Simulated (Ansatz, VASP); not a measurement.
## C: VASP beside Ansatz

```
C
1.0
     1.22704   -2.01429    0.00000
     1.22704    2.01429    0.00000
     0.00000    0.00000    6.98003
C
4
Cartesian
  1.2270 1.6786 5.2339
  1.2270 -0.3357 1.7461
  1.2270 -1.6786 1.7461
  1.2270 0.3357 5.2339
```

Change from the starting cell: volume 8.626 Å^3 an atom, stretch along a over the lengths across it, relative to the relaxed cell 1.0549.

Alike in both runs: task single point; functional PBEsol; k mesh 21 × 21 × 6; occupations gaussian, width 0.15 eV; no spin polarisation.

```csv
,VASP,Ansatz
version,VASP 6.6.1,Ansatz 0.2.0
potentials or method,"VASP PAW PBE potentials, release 64 (C), cutoff 520 eV","scalar-relativistic, plane waves, PAW"
valence electrons in the cell,16,16
```

Ansatz gave:

* gap on the k mesh at the Fermi level (eV): none
* pressure (GPa): 27.2
* traceless stress, the component that is largest in VASP (GPa): 40.73
* rms of the force components (eV/Å): 0.695

Question: What did VASP give for the same quantities?

Answer: gap on the k mesh at the Fermi level (eV): none; pressure (GPa): 28.0; traceless stress, the component that is largest in VASP (GPa): 41.26; rms of the force components (eV/Å): 0.702.

VASP's potentials were made for PBE, not for PBEsol, and Ansatz warns of the same on its side. Atom by atom the forces differ by 0.007 eV/Å (rms over components). A gap of «none» marks a metal or a gap that the smearing closes.
